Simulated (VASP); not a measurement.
# AlN (P2_1) in VASP: single point with PBE

Aim: the single point of AlN with PBE.

All numbers are computed with VASP 6.6.1; they aren't measurements. Logs are shortened: lines on timing, memory, paths and dates and some standing lists are left out, and cuts for length are marked.

## Step 1: The cell of the first run

It takes space group P2_1 (No. 4, monoclinic). The conventional cell has a = 3.208 Å, b = 5.142 Å, c = 3.208 Å, α = 90.00°, β = 120.00°, γ = 90.00°. Al (site symmetry 1) has 4 N at 1.94 to 1.97 Å within 2.6 Å. N (site symmetry 1) has 4 Al at 1.94 to 1.97 Å within 2.6 Å.

## Step 2: Single point, PBE

Input file INCAR:

```
PREC = Accurate
ENCUT = 520
EDIFF = 1E-6
ISMEAR = 0
SIGMA = 0.05
LREAL = False
LASPH = True
NELM = 60
ALGO = Normal
ISIF = 2
LWAVE = False
LCHARG = False
GGA = PE
NBANDS = 16
```

Input file KPOINTS:

```
regular mesh
0
Gamma
  9 9 6
```

Input file POSCAR:

```
AlN
1.0
    3.2081362066      0.0000000000      0.0000000000
   -1.6040681033      2.7783274538      0.0000000000
    0.0000000000      0.0000000000      5.1423802048
Al N
2 2
Direct
    0.3052173201      0.6666666667      0.0017290859
    0.6947826799      0.3333333333      0.5017290859
    0.3582006313      0.6666666667      0.3832709141
    0.6417993687      0.3333333333      0.8832709141
```

Potentials or basis: VASP PAW PBE potentials, release 64 (Al, N).

Run with:

```console
$ cat potpaw_PBE.64/Al/POTCAR potpaw_PBE.64/N/POTCAR > POTCAR
$ mpirun -np 1 vasp_std > vasp.out
```

OUTCAR:

```text
PREC = Accurate
   ENCUT = 520
   EDIFF = 1E-6
   ISMEAR = 0
   LREAL = False
   LASPH = True
   NELM = 60
   ISIF = 2
   GGA = PE

 ion  position               nearest neighbor table
   1  0.305  0.667  0.002-   4 1.94   4 1.95   4 1.96   3 1.97   2 3.08   2 3.08   2 3.17   2 3.17
                             2 3.26   2 3.26
   2  0.695  0.333  0.502-   3 1.94   3 1.95   3 1.96   4 1.97   1 3.08   1 3.08   1 3.17   1 3.17
                             1 3.26   1 3.26
   3  0.358  0.667  0.383-   2 1.94   2 1.95   2 1.96   1 1.97
   4  0.642  0.333  0.883-   1 1.94   1 1.95   1 1.96   2 1.97

  LATTYP: Found a hexagonal cell.
 ALAT       =     3.2081362066
 C/A-ratio  =     1.6029182908

  Lattice vectors:

 A1 = (   3.2081362066,   0.0000000000,   0.0000000000)
 A2 = (  -1.6040681033,   2.7783274538,   0.0000000000)
 A3 = (   0.0000000000,   0.0000000000,   5.1423802048)

Analysis of symmetry for initial positions (statically):
=====================================================================
 Subroutine PRICEL returns:
 Original cell was already a primitive cell.

 Routine SETGRP: Setting up the symmetry group for a
 hexagonal supercell.

 Subroutine GETGRP returns: Found  2 space group operations
 (whereof  1 operations were pure point group operations)
 out of a pool of 24 trial point group operations.

The static configuration has the point symmetry C_1 .
 The point group associated with its full space group is C_2 .

Analysis of symmetry for dynamics (positions and initial velocities):
=====================================================================
 Subroutine PRICEL returns:
 Original cell was already a primitive cell.

 Routine SETGRP: Setting up the symmetry group for a
 hexagonal supercell.

 Subroutine GETGRP returns: Found  2 space group operations
 (whereof  1 operations were pure point group operations)
 out of a pool of 24 trial point group operations.

The dynamic configuration has the point symmetry C_1 .
 The point group associated with its full space group is C_2 .

 Subroutine INISYM returns: Found  2 space group operations
 (whereof  1 operations are pure point group operations),
 and found     1 'primitive' translations

----------------------------------------------------------------------------------------

                                     Primitive cell

  volume of cell :      45.8353

  direct lattice vectors                    reciprocal lattice vectors
     3.208136207  0.000000000  0.000000000     0.311707464  0.179964388  0.000000000
    -1.604068103  2.778327454  0.000000000     0.000000000  0.359928776  0.000000000
     0.000000000  0.000000000  5.142380205     0.000000000  0.000000000  0.194462478

  length of vectors
     3.208136207  3.208136207  5.142380205     0.359928776  0.359928776  0.194462478

  position of ions in fractional coordinates (direct lattice)
     0.305217320  0.666666667  0.001729086
     0.694782680  0.333333333  0.501729086
     0.358200631  0.666666667  0.383270914
     0.641799369  0.333333333  0.883270914

  ion indices of the primitive-cell ions
   primitive index   ion index
                 1           1
                 2           2
                 3           3
                 4           4

----------------------------------------------------------------------------------------

 KPOINTS: regular mesh

Automatic generation of k-mesh.
 Grid dimensions read from file:
 generate k-points for:    9    9    6

 Generating k-lattice:

  Cartesian coordinates                     Fractional coordinates (reciprocal lattice)
     0.034634163  0.019996043  0.000000000     0.111111111 -0.000000000  0.000000000
     0.000000000  0.039992086  0.000000000     0.000000000  0.111111111  0.000000000
     0.000000000  0.000000000  0.032410413     0.000000000  0.000000000  0.166666667

  Length of vectors
     0.039992086  0.039992086  0.032410413

  Shift w.r.t. Gamma in fractional coordinates (k-lattice)
     0.000000000  0.000000000  0.000000000

 Subroutine IBZKPT returns following result:
 ===========================================

 Found    164 irreducible k-points:

 Following reciprocal coordinates:
            Coordinates               Weight
  0.000000  0.000000  0.000000      1.000000
  0.111111  0.000000  0.000000      2.000000
  0.000000  0.111111  0.000000      2.000000
 -0.111111  0.111111  0.000000      2.000000
  0.222222 -0.000000  0.000000      2.000000
  0.000000  0.222222  0.000000      2.000000
[... 16 lines left out ...]
  0.333333  0.111111  0.000000      2.000000
 -0.111111  0.444444  0.000000      2.000000
 [... further k-points ...]
   k-points           NKPTS =    164   k-points in BZ     NKDIM =    164   number of bands    NBANDS=     16
   number of dos      NEDOS =    301   number of ions     NIONS =      4
   total plane-waves  NPLWV =  23040
   dimension x,y,z NGX =    24 NGY =   24 NGZ =   40
   dimension x,y,z NGXF=    48 NGYF=   48 NGZF=   80
   ions per type =               2   2
   NGX,Y,Z   is equivalent  to a cutoff of  12.44, 12.44, 12.93 a.u.
   NGXF,Y,Z  is equivalent  to a cutoff of  24.87, 24.87, 25.86 a.u.
 SYSTEM =  unknown system
   PREC   = accura    normal or accurate (medium, high low for compatibility)
   ISTART =      0    job   : 0-new  1-cont  2-samecut
   ICHARG =      2    charge: 1-file 2-atom 10-const
   ISPIN  =      1    spin polarized calculation?
   LNONCOLLINEAR =      F non collinear calculations
   LSORBIT =      F    spin-orbit coupling
   LASPH  =      T    aspherical Exc in radial PAW
   ENCUT  =  520.0 eV  38.22 Ry    6.18 a.u.   5.97  5.97  9.56*2*pi/ulx,y,z
   NELM   =     60;   NELMIN=  2; NELMDL= -5     # of ELM steps
   EDIFF  = 0.1E-05   stopping-criterion for ELM
   LREAL  =      F    real-space projection
   EDIFFG = 0.1E-04   stopping-criterion for IOM
   NSW    =      0    number of steps for IOM
   IBRION =     -1    ionic relax: 0-MD 1-quasi-New 2-CG
   NFREE  =      0    steps in history (QN), initial steepest desc. (CG)
   ISIF   =      2    stress and relaxation
   ISYM   =      2    0-nonsym 1-usesym 2-fastsym
   POTIM  = 0.5000    time-step for ionic-motion
   TEBEG  =    0.0;   TEEND  =   0.0 temperature during run
   PSTRESS=    0.0 pullay stress
   NELECT =      16.0000    total number of electrons
   NUPDOWN=      -1.0000    fix difference up-down
   EMIN   =  10.00;   EMAX   =-10.00  energy-range for DOS
   EFERMI =   0.00;   METHOD = LEGACY
   ISMEAR =     0;   SIGMA  =   0.05  broadening in eV -4-tet -1-fermi 0-gaus
   EFERMI_NEDOS =   21; number of points for ismear=-14 and -15
   IALGO  =     38    algorithm
   IMIX   =      4    mixing-type and parameters
     AMIX     =   0.40;   BMIX     =  1.00
     AMIX_MAG =   1.60;   BMIX_MAG =  1.00
  volume/ion in A,a.u.               =      11.46        77.33
  Fermi-wavevector in a.u.,A,eV,Ry     =   1.152696  2.178279 18.078163  1.328707
  Thomas-Fermi vector in A             =   2.289345
   LORBIT       =      0    0 simple, 1 ext, 2 COOP (PROOUT), +10 PAW based schemes
   GGA     = PE    functional components
   LHFCALC =     F    Hartree Fock is set to
   AEXX    =    0.0000 exact exchange contribution
   IVDW    =     0    specifies the selected vdW correction
   LEPSILON=     F    determine dielectric tensor
   LRPA    =     F    only Hartree local field effects (RPA)
 non-spin polarized calculation
 Gauss-broadening in eV      SIGMA  =   0.05
  energy-cutoff  :      520.00
  volume of cell :       45.84
 maximum number of plane-waves:      1260
   NGX = 11   NGY = 11   NGZ = 19

 number of electron      16.0000002 magnetization

 Free energy of the ion-electron system (eV)
  ---------------------------------------------------
  ext. energy  EPLUGINS =         0.00000000
  ---------------------------------------------------
  free energy    TOTEN  =       -29.57965581 eV

  energy without entropy =      -29.57965581  energy(sigma->0) =      -29.57965581

 E-fermi :   5.5660     XC(G=0): -10.5167

 val. band max:        5.3360502125   @ k =   0.0000   0.0000   0.0000
 cond. band min:       8.6673416182   @ k =   0.0000   0.0000   0.0000
 fundamental gap:      3.3312914057
 Fermi energy:         5.5660357463

 k-point     1 :       0.0000    0.0000    0.0000
  band No.  band energies     occupation
      1      -9.3493      2.00000
      2      -7.4793      2.00000
      3      -0.2872      2.00000
      4       4.4594      2.00000
      5       4.5101      2.00000
      6       4.9794      2.00000
[... 8 lines left out ...]
     15      17.4903      0.00000
     16      17.8796      0.00000

 k-point     2 :       0.1111    0.0000    0.0000
  band No.  band energies     occupation
      1      -9.2097      2.00000
      2      -7.3996      2.00000
      3      -0.1156      2.00000
      4       3.7768      2.00000
      5       4.2969      2.00000
      6       4.3588      2.00000
[... 8 lines left out ...]
     15      17.3738      0.00000
     16      17.7943      0.00000

 k-point     3 :       0.0000    0.1111    0.0000
  band No.  band energies     occupation
      1      -9.2092      2.00000
      2      -7.4019      2.00000
      3      -0.1140      2.00000
      4       3.8137      2.00000
      5       4.2892      2.00000
      6       4.4108      2.00000
[... 8 lines left out ...]
     15      17.4092      0.00000
     16      17.6382      0.00000

 k-point     4 :      -0.1111    0.1111    0.0000
  band No.  band energies     occupation
      1      -9.2084      2.00000
      2      -7.4038      2.00000
      3      -0.1126      2.00000
      4       3.8223      2.00000
      5       4.3050      2.00000
      6       4.4605      2.00000
[... 8 lines left out ...]
     15      17.4422      0.00000
     16      17.8426      0.00000
[... 324 lines left out ...]
 k-point    22 :       0.3333   -0.1111    0.0000
  band No.  band energies     occupation
      1      -8.4609      2.00000
      2      -7.0622      2.00000
      3       0.8355      2.00000
      4       1.6323      2.00000
      5       2.4026      2.00000
      6       3.6093      2.00000
[... 8 lines left out ...]
     15      16.9889      0.00000
     16      18.3620      0.00000

 k-point    23 :       0.3333    0.1111    0.0000
  band No.  band energies     occupation
      1      -7.9172      2.00000
      2      -6.9243      2.00000
      3       0.4998      2.00000
      4       1.6240      2.00000
      5       1.7797      2.00000
      6       3.1349      2.00000
[... 8 lines left out ...]
     15      17.1160      0.00000
     16      19.1945      0.00000

 k-point    24 :      -0.1111    0.4444    0.0000
  band No.  band energies     occupation
      1      -7.8859      2.00000
      2      -6.9829      2.00000
      3       0.6911      2.00000
      4       1.6382      2.00000
      5       1.8039      2.00000
      6       3.0388      2.00000
[... 8 lines left out ...]
     15      17.0136      0.00000
     16      18.9213      0.00000

 [... further k-points ...]
[... 5 lines left out ...]
  --------------------------------------------------------------------------------------
  -------------------------------------------------------------------------------------
  Total       -3.8639576     -3.6704118     -3.3712035     -0.1586525      0.0000000      0.0000000
  in kB     -135.0649063   -128.2995003   -117.8406543     -5.5457091      0.0000000      0.0000000
  external PRESSURE =    -127.0683536 kB  Pullay stress =       0.0000000 kB

 VOLUME and BASIS-vectors are now :
 -----------------------------------------------------------------------------
  energy-cutoff  :      520.00
  volume of cell :       45.84
      direct lattice vectors                 reciprocal lattice vectors
     3.208136207  0.000000000  0.000000000     0.311707464  0.179964388  0.000000000
    -1.604068103  2.778327454  0.000000000     0.000000000  0.359928776  0.000000000
     0.000000000  0.000000000  5.142380205     0.000000000  0.000000000  0.194462478

 POSITION                                       TOTAL-FORCE (eV/Angst)
 -----------------------------------------------------------------------------------
     -0.09020      1.85222      0.00889         0.473379      0.030820      0.053527
      1.69427      0.92611      2.58008        -0.473379     -0.030820      0.053527
      0.07978      1.85222      1.97092        -0.265400      0.012884     -0.053527
      1.52429      0.92611      4.54211         0.265400     -0.012884     -0.053527
 -----------------------------------------------------------------------------------
    total drift:                               -0.000000     -0.000000     -0.001014

  FREE ENERGIE OF THE ION-ELECTRON SYSTEM (eV)
  ---------------------------------------------------
  free  energy   TOTEN  =       -29.5796558129 eV

  energy  without entropy=      -29.5796558129  energy(sigma->0) =      -29.57965581
```

Wall time 29 s (1 thread of Intel Xeon 6975P-C (Granite Rapids), shared host); peak memory 0.23 GiB.

What came out:

| Quantity | Value |
| --- | --- |
| Free energy | -29.5797 eV |
| Pressure | -12.7 GPa |
| Largest force | 0.477 eV/Å |
| Band gap on the k mesh | 3.33 eV, direct |

Forces in eV/Å, atoms in the order of the input:
```
Al   0.473  0.031  0.054
Al  -0.473 -0.031  0.054
N   -0.265  0.013 -0.054
N    0.265 -0.013 -0.054
```

Levels at points of the mesh, in eV from the valence-band top:
```tsv
k point	band 4	band 5	band 6	band 7	band 8	band 9	band 10	band 11	band 12	band 13
(0.00, 0.00, 0.00)	-0.88	-0.83	-0.36	-0.12	0.00	3.33	5.83	9.71	10.15	10.81
(0.00, 0.00, 0.50)	-3.22	-0.59	-0.59	-0.51	-0.51	5.60	5.60	9.50	9.50	10.74
```

PBE gaps usually lie below the measured ones, often by a third to a half.
